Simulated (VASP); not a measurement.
Wanted: the native input for a VASP 6.6.1 run.

```yaml
Task: relaxation of cell and atoms
Functional: PBEsol
Potentials_or_basis: VASP PAW PBE potentials, release 64 (Sb)
Cutoff: 600 eV
k_mesh: 10 × 10 × 10
Occupations: fermi-dirac, width 0.05 eV
Spin: no spin polarisation
Dipole_correction: no
Further_INCAR_settings: ALGO = Normal; EDIFF = 1e-06; IBRION = 2; EDIFFG = -0.01; NSW = 60; ISIF = 3
```

The structure of Sb lies in POSCAR:

```
Sb
1.0
   -1.8713408863      1.8713408863      1.8713408863
    1.8713408863     -1.8713408863      1.8713408863
    1.8713408863      1.8713408863     -1.8713408863
Sb
1
Direct
    0.0000000000      0.0000000000      0.0000000000
```

One way to write it, as run:

INCAR

```
PREC = Accurate ; ENCUT = 600
EDIFF = 1E-6 ; ISMEAR = -1
SIGMA = 0.05 ; LREAL = False
LASPH = True ; NELM = 80
ALGO = Normal ; ISIF = 3
LWAVE = False ; LCHARG = False
GGA = PS ; IBRION = 2
NSW = 60 ; EDIFFG = -0.01
```

KPOINTS

```
regular mesh
0
Gamma
  10 10 10
```

Potentials or basis: VASP PAW PBE potentials, release 64 (Sb).

Command:

```bash
$ cat potpaw_PBE.64/Sb/POTCAR > POTCAR
$ mpirun -np 1 vasp_std > vasp.out
```

It gave:

* Pressure after relaxing: 0.0 GPa

Caveat: the relaxation stopped at its first step, so nothing moved; the PAW data sets were made with another functional, which shifts forces and pressure a little.

Run time: 14 s on 1 thread of Intel Xeon 8259CL, with other jobs on the host, peak memory 0.15 GiB.
